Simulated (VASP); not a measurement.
Input of a VASP 6.6.1 run:

INCAR

```
SYSTEM = ZnCd2Te2
ALGO = Fast
DIPOL = 0.5 0.5 0.356
EDIFF = 1E-6
EDIFFG = -0.025
ENCUT = 520
GGA = CA
IBRION = 2
IDIPOL = 3
ISIF = 2
ISMEAR = 0
LASPH = .True.
LCHARG = .False.
LDIPOL = .True.
LREAL = .False.
LWAVE = .False.
NELM = 100
NSW = 36
PREC = Accurate
SIGMA = 0.05
```

File KPOINTS:

```
k-points
0
Gamma
  6 6 1
  0 0 0
```

The input POSCAR:

```
ZnCd2Te2
1.0
    4.5325544674      0.0000000000      0.0000000000
   -2.2662772337      3.9253073128      0.0000000000
    0.0000000000      0.0000000000     19.8672286441
Te Cd Zn
2 2 1
Selective dynamics
Direct
    0.0000000000      0.0000000000      0.2013365866  F F F
    0.3333333333      0.6666666667      0.3964595968  F F F
    0.3333333333      0.6666666667      0.2479059306  F F F
    0.6666666667      0.3333333333      0.4211573136  F F F
    0.6666666667      0.7777777778      0.5133950658  F F T
```

Potentials or basis: VASP PAW LDA potentials, release 64 (Te, Cd, Zn).

Command:

```console
$ cat potpaw_LDA.64/Te/POTCAR potpaw_LDA.64/Cd/POTCAR potpaw_LDA.64/Zn/POTCAR > POTCAR
$ mpirun -np 1 vasp_std > vasp.out
```

(1) What does it give for the energy gained by relaxing?

(2) Estimate the band gap on the k mesh.

Answers

(1) 58.6 meV/atom.

(2) zero (filled and empty bands touch).

Caveat: spin-orbit coupling is left out, which moves the levels of the heavy elements.
